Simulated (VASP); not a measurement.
Wanted: the native input for a VASP 6.6.1 run.

| Quantity | Value |
| --- | --- |
| Task | single point |
| Functional | LDA |
| Potentials or basis | VASP PAW LDA potentials, release 64 (Zn, S) |
| Cutoff | 520 eV |
| k mesh | 9 × 9 × 6 |
| Occupations | gaussian, width 0.01 eV |
| Spin | no spin polarisation |
| Dipole correction | no |
| Further INCAR settings | ALGO = Normal; EDIFF = 1e-06; NBANDS = 26 |

The structure of ZnS (ldaat) lies in POSCAR:

```
ZnS
1.0
    3.7822379936      0.0000000000      0.0000000000
   -1.8911189968      3.2755141856      0.0000000000
    0.0000000000      0.0000000000      6.2081825480
Zn S
2 2
Direct
    0.3333333333      0.6666666667     -0.0090029997
    0.6666666667      0.3333333333      0.4909970003
    0.3333333333      0.6666666667      0.3840029997
    0.6666666667      0.3333333333      0.8840029997
```

One way to write it, as run:

INCAR

```
SYSTEM = ZnS
ALGO = Normal ; EDIFF = 1E-6
ENCUT = 520 ; GGA = CA
ISIF = 2 ; ISMEAR = 0
LASPH = .True. ; LCHARG = .False.
LREAL = .False. ; LWAVE = .False.
NBANDS = 26 ; NELM = 60
PREC = Accurate ; SIGMA = 0.01
```

KPOINTS

```
k-points
0
Gamma
  9 9 6
  0 0 0
```

Potentials or basis: VASP PAW LDA potentials, release 64 (Zn, S).

The run is started by

```bash
$ cat potpaw_LDA.64/Zn/POTCAR potpaw_LDA.64/S/POTCAR > POTCAR
$ mpirun -np 1 vasp_std > vasp.out
```

Results of the run:

```yaml
Pressure: -2.0 GPa
Largest_force: 0.521 eV/Å
Band_gap_on_the_k_mesh: 2.11 eV, direct
```

Run time: 60 s on 1 thread of Intel(R) Xeon(R) Platinum 8488C (Sapphire Rapids) (shared host), peak memory 0.21 GiB.
